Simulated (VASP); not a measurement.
A run of VASP 6.6.1 is set up as follows.

Contents of POSCAR:

```
NiO
1.0
    0.0000000000      2.1133508634      2.1133508634
    2.1133508634      0.0000000000      2.1133508634
    2.1133508634      2.1133508634      0.0000000000
Ni O
1 1
Direct
    0.0000000000      0.0000000000      0.0000000000
    0.5000000000      0.5000000000      0.5000000000
```

The input INCAR.step1:

```
SYSTEM = NiO
ALGO     = Normal         ! electronic algorithm
EDIFF    = 1E-4           ! SCF threshold, eV
ENCUT    = 520            ! plane-wave cutoff, eV
GGA      = PE             ! functional
ISMEAR   = -1             ! smearing method
ISPIN    = 2              ! spin polarisation
LASPH    = .TRUE.         ! aspherical terms in the spheres
LCHARG   = .FALSE.        ! write CHGCAR
LMAXMIX  = 4              ! l up to which the mixer works
LREAL    = .FALSE.        ! projectors in reciprocal space
LWAVE    = .TRUE.         ! write WAVECAR
MAGMOM   = 1 0            ! initial moments
NBANDS   = 19             ! bands
NELM     = 150            ! most SCF steps
PREC     = Accurate       ! precision mode
SIGMA    = 0.05           ! smearing width, eV
```

File INCAR.step2:

```
SYSTEM = NiO
ALGO     = Normal         ! electronic algorithm
EDIFF    = 1E-6           ! SCF threshold, eV
ENCUT    = 520            ! plane-wave cutoff, eV
ISIF     = 2              ! what is computed and relaxed
ISMEAR   = -1             ! smearing method
ISPIN    = 2              ! spin polarisation
ISTART   = 1            
IVDW     = 12             ! dispersion correction
LASPH    = .TRUE.         ! aspherical terms in the spheres
LCHARG   = .TRUE.         ! write CHGCAR
LELF     = .TRUE.         ! ELF
LMAXMIX  = 4              ! l up to which the mixer works
LMIXTAU  = .TRUE.       
LORBIT   = 11             ! projections on sites
LREAL    = .FALSE.        ! projectors in reciprocal space
LVHAR    = .TRUE.       
LWAVE    = .FALSE.        ! write WAVECAR
MAGMOM   = 1 0            ! initial moments
METAGGA  = R2SCAN         ! meta-GGA
NBANDS   = 19             ! bands
NELM     = 150            ! most SCF steps
PREC     = Accurate       ! precision mode
SIGMA    = 0.05           ! smearing width, eV
VDW_A1   = 0.49484001   
VDW_A2   = 5.73083694   
VDW_S6   = 1.0          
VDW_S8   = 0.78981345
```

File KPOINTS:

```
k-points
0
G
  11 11 11
  0 0 0
```

Potentials or basis: VASP PAW PBE potentials, release 64 (Ni, O).

Run with:

```sh
$ cat potpaw_PBE.64/Ni/POTCAR potpaw_PBE.64/O/POTCAR > POTCAR
$ cp INCAR.step1 INCAR
$ mpirun -np 1 vasp_std > vasp.out
$ cp INCAR.step2 INCAR
$ mpirun -np 1 vasp_std > vasp.out
```

Problem. Predict the band gap on the k mesh.

Solution. 0.86 eV, indirect (least direct gap 1.74 eV).

Problem. What does it give for the dispersion energy per atom?

Solution. -0.122 eV.

Caveat: a cell with one magnetic atom can't hold antiferromagnetic order, which such compounds often take. A k mesh can miss the band edges.
